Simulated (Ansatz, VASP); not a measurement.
**Two plane-wave programs on SnO2**

The input INCAR:

```
ALGO     = Normal         # electronic algorithm
EDIFF    = 1E-7           # SCF threshold, eV
ENCUT    = 520            # plane-wave cutoff, eV
GGA      = PE             # functional
ISIF     = 2              # what is computed and relaxed
ISMEAR   = 0              # smearing method
IVDW     = 12             # dispersion correction
LASPH    = T              # aspherical terms in the spheres
LCHARG   = F              # write CHGCAR
LREAL    = F              # projectors in reciprocal space
LWAVE    = F              # write WAVECAR
NBANDS   = 35             # bands
NELM     = 80             # most SCF steps
PREC     = Accurate       # precision mode
SIGMA    = 0.05           # smearing width, eV
```

File KPOINTS:

```
k-points
0
Gamma
  8 6 6
```

The input POSCAR:

```
SnO2
1.0
    1.6186264610     -2.8035432689      0.0000000000
    1.6186264610      0.9345144230      4.2918257460
   -4.8558793830     -2.8035432689      0.0000000000
Sn O
2 4
Direct
    0.5168043713      0.4795089099     -0.0062714891
   -0.0168043713      0.5204910901      0.5062714891
    0.4920300375      0.7384223820      0.7541200272
    1.0079699625      0.7231777338      0.2330800114
    0.4920300375      0.2768222662      0.2669199886
    1.0079699625      0.2615776180      0.7458799728
```

Input for Ansatz:

```yaml
crystal:
  lattice:
    - [1.618626461, -2.8035432689, 0.0]
    - [1.618626461, 0.934514423, 4.291825746]
    - [-4.855879383, -2.8035432689, 0.0]
  atoms:
    - { symbol: Sn, position: [0.5168043713, 0.4795089099, -0.0062714891] }
    - { symbol: Sn, position: [-0.0168043713, 0.5204910901, 0.5062714891] }
    - { symbol: O, position: [0.4920300375, 0.738422382, 0.7541200272] }
    - { symbol: O, position: [1.0079699625, 0.7231777338, 0.2330800114] }
    - { symbol: O, position: [0.4920300375, 0.2768222662, 0.2669199886] }
    - { symbol: O, position: [1.0079699625, 0.261577618, 0.7458799728] }
basis:
  ecutwfc: 520.0
kpoints:
  mp_grid: { grid: [8, 6, 6] }
hamiltonian:
  xc: pbe
  pseudopotentials: { kind: paw, azcp: { folder: soft_1 } }
  dispersion: d3bj
scf:
  occupations: { method: gaussian, width: 0.05 }
output:
  forces: true
  stress: true
  eigenvalues: true
  write_density: true
  write_potential: true
  elf: true
  volumetric_format: npy
```

Change from the starting cell: mode 4 frozen in at -0.088 Å and mode 5 at -0.054 Å (largest displacements).

Alike in both runs: task single point; functional PBE; dispersion D3(BJ); k mesh 8 × 6 × 6; occupations gaussian, width 0.05 eV; no spin polarisation.

|  | VASP | Ansatz |
| --- | --- | --- |
| version | VASP 6.6.1 | Ansatz 0.2.0 |
| potentials or method | VASP PAW PBE potentials, release 64 (Sn_d, O), cutoff 520 eV | scalar-relativistic, plane waves, PAW |
| valence electrons in the cell | 52 | 52 |

|  | VASP | Ansatz | Ansatz less VASP |
| --- | --- | --- | --- |
| gap on the k mesh at the Fermi level (eV) | 1.48 | 1.50 | +0.023 |
| least direct gap on the mesh (eV) | 1.48 | 1.50 | +0.023 |
| pressure (GPa) | 0.4 | -0.2 | -0.67 |
| traceless stress, the component that is largest in VASP (GPa) | -0.58 | -0.13 | +0.449 |
| rms of the force components (eV/Å) | 0.219 | 0.215 | -0.0037 |

Atom by atom the forces differ by 0.027 eV/Å (rms over components).
